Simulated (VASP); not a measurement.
# Si (Fd-3m) in VASP: further runs

Si is run at these levels: PBE exchange alone; tasks: single point.

All numbers are computed with VASP 6.6.1; they aren't measurements. Logs are shortened: lines on timing, memory, paths and dates and some standing lists are left out, and cuts for length are marked.

## (1) The cell of the first run

Symmetry: Fd-3m, No. 227, cubic system. The conventional cell has a = 5.370 Å, b = 5.370 Å, c = 5.370 Å, α = 90.00°, β = 90.00°, γ = 90.00°. Si (site symmetry -43m) has 4 Si at 2.33 Å within 3.1 Å.

## (2) Single point, PBE exchange alone, non-collinear spin, zero start, spin-orbit coupling (volume scaled by 0.96)

INCAR reads:

```
PREC = Accurate
ENCUT = 520
EDIFF = 1E-7
ISMEAR = -1
SIGMA = 0.1
LREAL = False
LASPH = True
NELM = 150
ALGO = Normal
ISIF = 2
LWAVE = False
LCHARG = True
LNONCOLLINEAR = True
MAGMOM = 0 0 0 0 0 0
LORBIT = 11
LSORBIT = True
GGA_COMPAT = False
LORBMOM = True
GGA = PE
ALDAC = 0.0
AGGAC = 0.0
LVHAR = True
NBANDS = 20
```

KPOINTS reads:

```
regular mesh
0
Gamma
  6 6 6
```

POSCAR reads:

```
Si
1.0
    0.0000000000      2.6850649043      2.6850649043
    2.6850649043      0.0000000000      2.6850649043
    2.6850649043      2.6850649043      0.0000000000
Si
2
Direct
    0.5000000000      0.5000000000      0.5000000000
    0.7500000000      0.7500000000      0.7500000000
```

Potentials or basis: VASP PAW PBE potentials, release 64 (Si).

Launch:

```bash
cat potpaw_PBE.64/Si/POTCAR > POTCAR
mpirun -np 1 vasp_ncl > vasp.out
```

OUTCAR:

```text
PREC = Accurate
   ENCUT = 520
   EDIFF = 1E-7
   ISMEAR = -1
   LREAL = False
   LASPH = True
   NELM = 150
   ISIF = 2
   LNONCOLLINEAR = True
   LORBIT = 11
   LSORBIT = True
   GGA = PE

 ion  position               nearest neighbor table
   1  0.500  0.500  0.500-   2 2.33   2 2.33   2 2.33   2 2.33
   2  0.750  0.750  0.750-   1 2.33   1 2.33   1 2.33   1 2.33

  LATTYP: Found a face centered cubic cell.
 ALAT       =     5.3701298086

  Lattice vectors:

 A1 = (   0.0000000000,   2.6850649043,   2.6850649043)
 A2 = (   2.6850649043,   0.0000000000,   2.6850649043)
 A3 = (   2.6850649043,   2.6850649043,   0.0000000000)

Analysis of symmetry for initial positions (statically):
=====================================================================
 Subroutine PRICEL returns:
 Original cell was already a primitive cell.

 Routine SETGRP: Setting up the symmetry group for a
 face centered cubic supercell.

 Subroutine GETGRP returns: Found 48 space group operations
 (whereof 24 operations were pure point group operations)
 out of a pool of 48 trial point group operations.

The static configuration has the point symmetry T_d .
 The point group associated with its full space group is O_h .

Analysis of symmetry for dynamics (positions and initial velocities):
=====================================================================
 Subroutine PRICEL returns:
 Original cell was already a primitive cell.

 Routine SETGRP: Setting up the symmetry group for a
 face centered cubic supercell.

 Subroutine GETGRP returns: Found 48 space group operations
 (whereof 24 operations were pure point group operations)
 out of a pool of 48 trial point group operations.

The dynamic configuration has the point symmetry T_d .
 The point group associated with its full space group is O_h .

Analysis of structural, dynamic, and magnetic symmetry:
=====================================================================
 Subroutine PRICEL returns:
 Original cell was already a primitive cell.

 Routine SETGRP: Setting up the symmetry group for a
 face centered cubic supercell.

 Subroutine GETGRP returns: Found 48 space group operations
 (whereof 24 operations were pure point group operations)
 out of a pool of 48 trial point group operations.

The overall configuration has the point symmetry T_d .
 The point group associated with its full space group is O_h .

 Subroutine INISYM returns: Found 48 space group operations
 (whereof 24 operations are pure point group operations),
 and found     1 'primitive' translations

----------------------------------------------------------------------------------------

                                     Primitive cell

  volume of cell :      38.7163

  direct lattice vectors                    reciprocal lattice vectors
     0.000000000  2.685064904  2.685064904    -0.186215238  0.186215238  0.186215238
     2.685064904  0.000000000  2.685064904     0.186215238 -0.186215238  0.186215238
     2.685064904  2.685064904  0.000000000     0.186215238  0.186215238 -0.186215238

  length of vectors
     3.797255204  3.797255204  3.797255204     0.322534253  0.322534253  0.322534253

  position of ions in fractional coordinates (direct lattice)
     0.500000000  0.500000000  0.500000000
     0.750000000  0.750000000  0.750000000

  ion indices of the primitive-cell ions
   primitive index   ion index
                 1           1
                 2           2

----------------------------------------------------------------------------------------

 KPOINTS: regular mesh

Automatic generation of k-mesh.
 Grid dimensions read from file:
 generate k-points for:    6    6    6

 Generating k-lattice:

  Cartesian coordinates                     Fractional coordinates (reciprocal lattice)
    -0.031035873  0.031035873  0.031035873     0.166666667  0.000000000  0.000000000
     0.031035873 -0.031035873  0.031035873     0.000000000  0.166666667  0.000000000
     0.031035873  0.031035873 -0.031035873     0.000000000  0.000000000  0.166666667

  Length of vectors
     0.053755709  0.053755709  0.053755709

  Shift w.r.t. Gamma in fractional coordinates (k-lattice)
     0.000000000  0.000000000  0.000000000

 Subroutine IBZKPT returns following result:
 ===========================================

 Found     16 irreducible k-points:

 Following reciprocal coordinates:
            Coordinates               Weight
  0.000000  0.000000  0.000000      1.000000
  0.166667  0.000000  0.000000      8.000000
  0.333333  0.000000  0.000000      8.000000
  0.500000  0.000000  0.000000      4.000000
  0.166667  0.166667  0.000000      6.000000
  0.333333  0.166667  0.000000     24.000000
[... 8 lines left out ...]
 -0.333333  0.333333  0.166667     24.000000
[... 21 lines left out ...]
   EDIFFG = 0.1E-05   stopping-criterion for IOM
   NSW    =      0    number of steps for IOM
   IBRION =     -1    ionic relax: 0-MD 1-quasi-New 2-CG
   NFREE  =      0    steps in history (QN), initial steepest desc. (CG)
   ISIF   =      2    stress and relaxation
   ISYM   =      2    0-nonsym 1-usesym 2-fastsym
   POTIM  = 0.5000    time-step for ionic-motion
   TEBEG  =    0.0;   TEEND  =   0.0 temperature during run
   PSTRESS=    0.0 pullay stress
   NELECT =       8.0000    total number of electrons
   NUPDOWN=      -1.0000    fix difference up-down
   EMIN   =  10.00;   EMAX   =-10.00  energy-range for DOS
   EFERMI =   0.00;   METHOD = LEGACY
   ISMEAR =    -1;   SIGMA  =   0.10  broadening in eV -4-tet -1-fermi 0-gaus
   EFERMI_NEDOS =   21; number of points for ismear=-14 and -15
   IALGO  =     38    algorithm
   IMIX   =      4    mixing-type and parameters
     AMIX     =   0.40;   BMIX     =  1.00
     AMIX_MAG =   1.60;   BMIX_MAG =  1.00
  volume/ion in A,a.u.               =      19.36       130.64
  Fermi-wavevector in a.u.,A,eV,Ry     =   0.967847  1.828966 12.744956  0.936728
  Thomas-Fermi vector in A             =   2.097767
   LORBIT       =     11    0 simple, 1 ext, 2 COOP (PROOUT), +10 PAW based schemes
   GGA     = PE    functional components
   LHFCALC =     F    Hartree Fock is set to
   AEXX    =    0.0000 exact exchange contribution
   IVDW    =     0    specifies the selected vdW correction
   LEPSILON=     F    determine dielectric tensor
   LRPA    =     F    only Hartree local field effects (RPA)
  energy-cutoff  :      520.00
  volume of cell :       38.72
 maximum number of plane-waves:      2112
   NGX = 15   NGY = 15   NGZ = 15

 number of electron       8.0000001 magnetization       0.0000000     -0.0000000      0.0000000

 number of electron       8.0000001 magnetization      -0.0000000     -0.0000000      0.0000000

 number of electron       8.0000001 magnetization       0.0000000      0.0000000      0.0000000

 Free energy of the ion-electron system (eV)
  ---------------------------------------------------
  ext. energy  EPLUGINS =         0.00000000
  ---------------------------------------------------
  free energy    TOTEN  =        -7.68927933 eV

  energy without entropy =       -7.68850777  energy(sigma->0) =       -7.68889355

 E-fermi :   7.9727     XC(G=0):  -7.8698

 val. band max:        7.6098418694   @ k =   0.0000   0.0000   0.0000
 cond. band min:       8.4831888194   @ k =   0.5000   0.5000   0.0000
 fundamental gap:      0.8733469500
 Fermi energy:         7.9726680145

 k-point     1 :       0.0000    0.0000    0.0000
  band No.  band energies     occupation
      1      -4.5150      1.00000
      2      -4.5150      1.00000
      3       7.5609      0.98397
      4       7.5609      0.98397
      5       7.6098      0.97412
      6       7.6098      0.97412
[... 357 lines left out ...]
     19      18.4692      0.00000
     20      18.4692      0.00000

------------------------ aborting loop because EDIFF is reached ----------------------------------------

  FORCE on cell =-STRESS in cart. coord.  units (eV):
  Direction    XX          YY          ZZ          XY          YZ          ZX
  --------------------------------------------------------------------------------------
  -------------------------------------------------------------------------------------
  Total        3.6257404      3.6257404      3.6257404      0.0000000      0.0000000      0.0000000
  in kB      150.0420302    150.0420302    150.0420302      0.0000000      0.0000000      0.0000000
  external PRESSURE =     150.0420302 kB  Pullay stress =       0.0000000 kB

 VOLUME and BASIS-vectors are now :
 -----------------------------------------------------------------------------
  energy-cutoff  :      520.00
  volume of cell :       38.72
      direct lattice vectors                 reciprocal lattice vectors
     0.000000000  2.685064904  2.685064904    -0.186215238  0.186215238  0.186215238
     2.685064904  0.000000000  2.685064904     0.186215238 -0.186215238  0.186215238
     2.685064904  2.685064904  0.000000000     0.186215238  0.186215238 -0.186215238

 POSITION                                       TOTAL-FORCE (eV/Angst)
 -----------------------------------------------------------------------------------
      2.68506      2.68506      2.68506        -0.000000     -0.000000     -0.000000
      4.02760      4.02760      4.02760         0.000000      0.000000      0.000000
 -----------------------------------------------------------------------------------
    total drift:                               -0.000000     -0.000000      0.000000

  FREE ENERGIE OF THE ION-ELECTRON SYSTEM (eV)
  ---------------------------------------------------
  free  energy   TOTEN  =        -7.6892793334 eV

  energy  without entropy=       -7.6885077724  energy(sigma->0) =       -7.68889355

 orbital moment (x)

 # of ion     p       tot
 --------------------------------
  1         0.000   0.000
  2         0.000   0.000
 --------------------------------
            0.000   0.000

 orbital moment (y)

 # of ion     p       tot
 --------------------------------
  1         0.000   0.000
  2         0.000   0.000
 --------------------------------
            0.000   0.000

 orbital moment (z)

 # of ion     p       tot
 --------------------------------
  1        -0.000  -0.000
  2        -0.000  -0.000
 --------------------------------
           -0.000  -0.000

 Spin-Orbit-Coupling matrix elements

 Ion:    1  E_soc:     -0.0003351
 l=   1
     0.0000000    -0.0000558    -0.0000558
    -0.0000558     0.0000000    -0.0000558
    -0.0000558    -0.0000558     0.0000000
 l=   2
     0.0000000     0.0000000     0.0000000     0.0000000     0.0000000
     0.0000000     0.0000000     0.0000000     0.0000000     0.0000000
     0.0000000     0.0000000     0.0000000     0.0000000     0.0000000
     0.0000000     0.0000000     0.0000000     0.0000000     0.0000000
     0.0000000     0.0000000     0.0000000     0.0000000     0.0000000
 l=   3
     0.0000000     0.0000000     0.0000000     0.0000000     0.0000000     0.0000000     0.0000000
     0.0000000     0.0000000     0.0000000     0.0000000     0.0000000     0.0000000     0.0000000
     0.0000000     0.0000000     0.0000000     0.0000000     0.0000000     0.0000000     0.0000000
     0.0000000     0.0000000     0.0000000     0.0000000     0.0000000     0.0000000     0.0000000
     0.0000000     0.0000000     0.0000000     0.0000000     0.0000000     0.0000000     0.0000000
     0.0000000     0.0000000     0.0000000     0.0000000     0.0000000     0.0000000     0.0000000
     0.0000000     0.0000000     0.0000000     0.0000000     0.0000000     0.0000000     0.0000000

 Ion:    2  E_soc:     -0.0003351
 l=   1
     0.0000000    -0.0000558    -0.0000558
    -0.0000558     0.0000000    -0.0000558
    -0.0000558    -0.0000558     0.0000000
 l=   2
     0.0000000     0.0000000     0.0000000     0.0000000     0.0000000
     0.0000000     0.0000000     0.0000000     0.0000000     0.0000000
     0.0000000     0.0000000     0.0000000     0.0000000     0.0000000
     0.0000000     0.0000000     0.0000000     0.0000000     0.0000000
     0.0000000     0.0000000     0.0000000     0.0000000     0.0000000
 l=   3
     0.0000000     0.0000000     0.0000000     0.0000000     0.0000000     0.0000000     0.0000000
     0.0000000     0.0000000     0.0000000     0.0000000     0.0000000     0.0000000     0.0000000
     0.0000000     0.0000000     0.0000000     0.0000000     0.0000000     0.0000000     0.0000000
     0.0000000     0.0000000     0.0000000     0.0000000     0.0000000     0.0000000     0.0000000
     0.0000000     0.0000000     0.0000000     0.0000000     0.0000000     0.0000000     0.0000000
     0.0000000     0.0000000     0.0000000     0.0000000     0.0000000     0.0000000     0.0000000
     0.0000000     0.0000000     0.0000000     0.0000000     0.0000000     0.0000000     0.0000000

 total charge

# of ion       s       p       d       tot
------------------------------------------
    1        0.748   0.977   0.000   1.725
    2        0.748   0.977   0.000   1.725
--------------------------------------------------
tot          1.496   1.954   0.000   3.450

 magnetization (x)

# of ion       s       p       d       tot
------------------------------------------
    1        0.000   0.000   0.000   0.000
    2        0.000   0.000   0.000   0.000
--------------------------------------------------
tot          0.000   0.000   0.000   0.000

 magnetization (y)

# of ion       s       p       d       tot
------------------------------------------
    1        0.000  -0.000   0.000  -0.000
    2        0.000  -0.000   0.000   0.000
--------------------------------------------------
tot          0.000  -0.000   0.000   0.000

 magnetization (z)

# of ion       s       p       d       tot
------------------------------------------
    1       -0.000   0.000   0.000   0.000
    2       -0.000   0.000   0.000  -0.000
--------------------------------------------------
tot         -0.000   0.000   0.000  -0.000
```

Run time: 32 s. Hardware: 1 thread of Intel Xeon Platinum 8488C (Sapphire Rapids), shared host; peak memory 0.23 GiB.

Results:

```
Free energy                                           : -7.6893 eV
Pressure                                              : 15.0 GPa
Net moment                                            : 0.00 μB per cell
Valence electrons inside the program's atomic spheres : Si 1.73
```

Moments on the atoms (μB; x, y, z):
```
Si  0.00 0.00 0.00
Si  0.00 0.00 0.00
```

## (3) Single point, PBE exchange alone, non-collinear spin, zero start, spin-orbit coupling (volume scaled by 0.98)

Changes to INCAR since step 2:

```diff
@@ -2,3 +2,3 @@
 ENCUT = 520
-EDIFF = 1E-7
+EDIFF = 1E-6
 ISMEAR = -1
@@ -11,3 +11,3 @@
 LWAVE = False
-LCHARG = True
+LCHARG = False
 LNONCOLLINEAR = True
@@ -21,3 +21,2 @@
 AGGAC = 0.0
-LVHAR = True
 NBANDS = 20
```

KPOINTS reads:

```
Automatic mesh
0
Gamma
  6 6 6
```

POSCAR reads:

```
Si
1.0
    0.0000000000      2.7035831784      2.7035831784
    2.7035831784      0.0000000000      2.7035831784
    2.7035831784      2.7035831784      0.0000000000
Si
2
Direct
    0.5000000000      0.5000000000      0.5000000000
    0.7500000000      0.7500000000      0.7500000000
```

Potentials or basis: VASP PAW PBE potentials, release 64 (Si).

Launch:

```bash
cat potpaw_PBE.64/Si/POTCAR > POTCAR
mpirun -np 1 vasp_ncl > vasp.out
```

Run time: 32 s. Hardware: 1 thread of Intel Xeon Platinum 8488C (Sapphire Rapids), shared host; peak memory 0.23 GiB.

It converged, with:

| Item | Value |
| --- | --- |
| Free energy | -7.7585 eV |
| Pressure | 12.5 GPa |
| Net moment | 0.00 μB per cell |
| Valence electrons inside the program's atomic spheres | Si 1.71 |

Moments on the atoms (μB; x, y, z):
```
Si  0.00 0.00 0.00
Si  0.00 0.00 0.00
```
